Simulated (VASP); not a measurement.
# PbS (P1) in VASP: single point with LDA

Aim: the single point of PbS with LDA.

Everything below comes from runs of VASP 6.6.1. Logs are shortened: lines on timing, memory, paths and dates and some standing lists are left out, and cuts for length are marked.

## 1. The cell of the first run

The typed cell holds 2 atoms: a = 4.068 Å, b = 4.227 Å, c = 3.822 Å, α = 88.20°, β = 91.89°, γ = 119.34°.

## 2. Single point, LDA

Contents of INCAR:

```
  PREC = Accurate
  ENCUT = 520
  EDIFF = 1E-6
  ISMEAR = 0
  SIGMA = 0.1
  LREAL = False
  LASPH = True
  NELM = 60
  ALGO = Normal
  ISIF = 2
  LWAVE = False
  LCHARG = True
  LELF = True
  LVHAR = True
  NBANDS = 17
```

Contents of KPOINTS:

```
regular mesh
0
Gamma
  3 3 2
```

Contents of POSCAR:

```
PbS
1.0
    4.0669815432     -0.0207636506     -0.0676359145
   -2.0514726205      3.6950282980      0.0659630923
   -0.0626491636      0.0343813189      3.8209402384
Pb S
1 1
Direct
    0.0000000000      0.0000000000      0.0000000000
    0.6666666667      0.3333333333      0.5000000000
```

Potentials or basis: VASP PAW LDA potentials, release 64 (Pb_d, S).

Launch:

```sh
$ cat potpaw_LDA.64/Pb_d/POTCAR potpaw_LDA.64/S/POTCAR > POTCAR
$ mpirun -np 1 vasp_std > vasp.out
```

OUTCAR:

```text
PREC = Accurate
   ENCUT = 520
   EDIFF = 1E-6
   ISMEAR = 0
   LREAL = False
   LASPH = True
   NELM = 60
   ISIF = 2

 ion  position               nearest neighbor table
   1  0.000  0.000  0.000-   2 3.00   2 3.01   2 3.07   2 3.09   2 3.11   2 3.14
   2  0.667  0.333  0.500-   1 3.00   1 3.01   1 3.07   1 3.09   1 3.11   1 3.14

  LATTYP: Found a triclinic cell.
 ALAT       =     4.0675969096
 B/A-ratio  =     1.0302799694
 C/A-ratio  =     0.9395248730
 COS(alpha) =     0.0003955951
 COS(beta)  =     0.0330619172
 COS(gamma) =     0.4763990947

  Lattice vectors:

 A1 = (  -4.0669815432,   0.0207636506,   0.0676359145)
 A2 = (  -2.0155089227,  -3.6742646474,   0.0016728222)
 A3 = (  -0.0626491636,   0.0343813189,   3.8209402384)

Analysis of symmetry for initial positions (statically):
=====================================================================
 Subroutine PRICEL returns:
 Original cell was already a primitive cell.

 Routine SETGRP: Setting up the symmetry group for a
 triclinic supercell.

 Subroutine GETGRP returns: Found  1 space group operations
 (whereof  1 operations were pure point group operations)
 out of a pool of  2 trial point group operations.

The static configuration has the point symmetry C_1 .

Analysis of symmetry for dynamics (positions and initial velocities):
=====================================================================
 Subroutine PRICEL returns:
 Original cell was already a primitive cell.

 Routine SETGRP: Setting up the symmetry group for a
 triclinic supercell.

 Subroutine GETGRP returns: Found  1 space group operations
 (whereof  1 operations were pure point group operations)
 out of a pool of  2 trial point group operations.

The dynamic configuration has the point symmetry C_1 .

 Subroutine INISYM returns: Found  1 space group operations
 (whereof  1 operations are pure point group operations),
 and found     1 'primitive' translations

----------------------------------------------------------------------------------------

                                     Primitive cell

  volume of cell :      57.2368

  direct lattice vectors                    reciprocal lattice vectors
     4.066981543 -0.020763651 -0.067635915     0.246628184  0.136877293  0.002812142
    -2.051472620  3.695028298  0.065963092     0.001345484  0.271424138 -0.002420249
    -0.062649164  0.034381319  3.820940238     0.004342431 -0.002262834  0.261807248

  length of vectors
[... 65 lines left out ...]
   ENCUT  =  520.0 eV  38.22 Ry    6.18 a.u.   7.56  7.86  7.11*2*pi/ulx,y,z
   NELM   =     60;   NELMIN=  2; NELMDL= -5     # of ELM steps
   EDIFF  = 0.1E-05   stopping-criterion for ELM
   LREAL  =      F    real-space projection
   EDIFFG = 0.1E-04   stopping-criterion for IOM
   NSW    =      0    number of steps for IOM
   IBRION =     -1    ionic relax: 0-MD 1-quasi-New 2-CG
   NFREE  =      0    steps in history (QN), initial steepest desc. (CG)
   ISIF   =      2    stress and relaxation
   ISYM   =      2    0-nonsym 1-usesym 2-fastsym
   POTIM  = 0.5000    time-step for ionic-motion
   TEBEG  =    0.0;   TEEND  =   0.0 temperature during run
   PSTRESS=    0.0 pullay stress
   NELECT =      20.0000    total number of electrons
   NUPDOWN=      -1.0000    fix difference up-down
   EMIN   =  10.00;   EMAX   =-10.00  energy-range for DOS
   EFERMI =   0.00;   METHOD = LEGACY
   ISMEAR =     0;   SIGMA  =   0.10  broadening in eV -4-tet -1-fermi 0-gaus
   EFERMI_NEDOS =   21; number of points for ismear=-14 and -15
   IALGO  =     38    algorithm
   IMIX   =      4    mixing-type and parameters
     AMIX     =   0.40;   BMIX     =  1.00
     AMIX_MAG =   1.60;   BMIX_MAG =  1.00
  volume/ion in A,a.u.               =      28.62       193.13
  Fermi-wavevector in a.u.,A,eV,Ry     =   1.153081  2.179006 18.090235  1.329595
  Thomas-Fermi vector in A             =   2.289727
   LORBIT       =      0    0 simple, 1 ext, 2 COOP (PROOUT), +10 PAW based schemes
   GGA     = CA    functional components
   LHFCALC =     F    Hartree Fock is set to
   AEXX    =    0.0000 exact exchange contribution
   IVDW    =     0    specifies the selected vdW correction
   LEPSILON=     F    determine dielectric tensor
   LRPA    =     F    only Hartree local field effects (RPA)
 non-spin polarized calculation
 Gauss-broadening in eV      SIGMA  =   0.10
  energy-cutoff  :      520.00
  volume of cell :       57.24
 maximum number of plane-waves:      1547
 NGX is ok and might be reduce to    30
   NGX = 15   NGY = 15   NGZ = 15

 number of electron      19.9999997 magnetization

 Free energy of the ion-electron system (eV)
  ---------------------------------------------------
  ext. energy  EPLUGINS =         0.00000000
  ---------------------------------------------------
  free energy    TOTEN  =        -9.47959927 eV

  energy without entropy =       -9.47220324  energy(sigma->0) =       -9.47590125

 E-fermi :   4.3813     XC(G=0):  -9.6254

 val. band max:        4.3553653843   @ k =   0.0000   0.0000   0.5000
 cond. band min:       4.4448053530   @ k =   0.3333   0.3333   0.0000
 fundamental gap:      0.0894399686
 Fermi energy:         4.3813187091

 k-point     1 :       0.0000    0.0000    0.0000
  band No.  band energies     occupation
      1     -12.4337      2.00000
      2     -12.3665      2.00000
      3     -12.3528      2.00000
      4     -12.3137      2.00000
      5     -12.3096      2.00000
      6      -8.4418      2.00000
[... 177 lines left out ...]
      4     -12.3140      2.00000
      5     -12.2916      2.00000
      6      -6.9966      2.00000
[... 9 lines left out ...]
     16      14.7696      0.00000
     17      16.4495      0.00000

------------------------ aborting loop because EDIFF is reached ----------------------------------------

  FORCE on cell =-STRESS in cart. coord.  units (eV):
  Direction    XX          YY          ZZ          XY          YZ          ZX
  --------------------------------------------------------------------------------------
  -------------------------------------------------------------------------------------
  Total       -2.9281066     -3.4020828     -2.3180071      0.0304076     -0.0470457      0.1310540
  in kB      -81.9637701    -95.2313465    -64.8858216      0.8511717     -1.3169080      3.6684741
  external PRESSURE =     -80.6936460 kB  Pullay stress =       0.0000000 kB

 VOLUME and BASIS-vectors are now :
 -----------------------------------------------------------------------------
  energy-cutoff  :      520.00
  volume of cell :       57.24
      direct lattice vectors                 reciprocal lattice vectors
     4.066981543 -0.020763651 -0.067635915     0.246628184  0.136877293  0.002812142
    -2.051472620  3.695028298  0.065963092     0.001345484  0.271424138 -0.002420249
    -0.062649164  0.034381319  3.820940238     0.004342431 -0.002262834  0.261807248

 POSITION                                       TOTAL-FORCE (eV/Angst)
 -----------------------------------------------------------------------------------
      0.00000      0.00000      0.00000         0.031191      0.102674      0.003651
      1.99617      1.23502      1.88737        -0.031191     -0.102674     -0.003651
 -----------------------------------------------------------------------------------
    total drift:                                0.000046     -0.000076      0.000003

  FREE ENERGIE OF THE ION-ELECTRON SYSTEM (eV)
  ---------------------------------------------------
  free  energy   TOTEN  =        -9.4795992659 eV

  energy  without entropy=       -9.4722032361  energy(sigma->0) =       -9.47590125
```

It took 12 s on 1 thread of Intel Xeon 8259CL, shared host; peak memory 0.15 GiB.

Results:

```
Free energy            : -9.4796 eV
Pressure               : -8.1 GPa
Largest force          : 0.107 eV/Å
Band gap on the k mesh : zero (band 10 reaches 4.44 eV, above the bottom of band 11 at 4.20 eV)
```

Forces in eV/Å, atoms in the order of the input:
```
Pb   0.031  0.103  0.004
S   -0.031 -0.103 -0.004
```

Stress tensor (GPa, compression positive):
```
-8.20  0.09  0.37
 0.09 -9.52 -0.13
 0.37 -0.13 -6.49
```

Caveat: the k points lie up to 0.82 Å⁻¹ apart; spin-orbit coupling is left out, which moves the levels of the heavy elements.
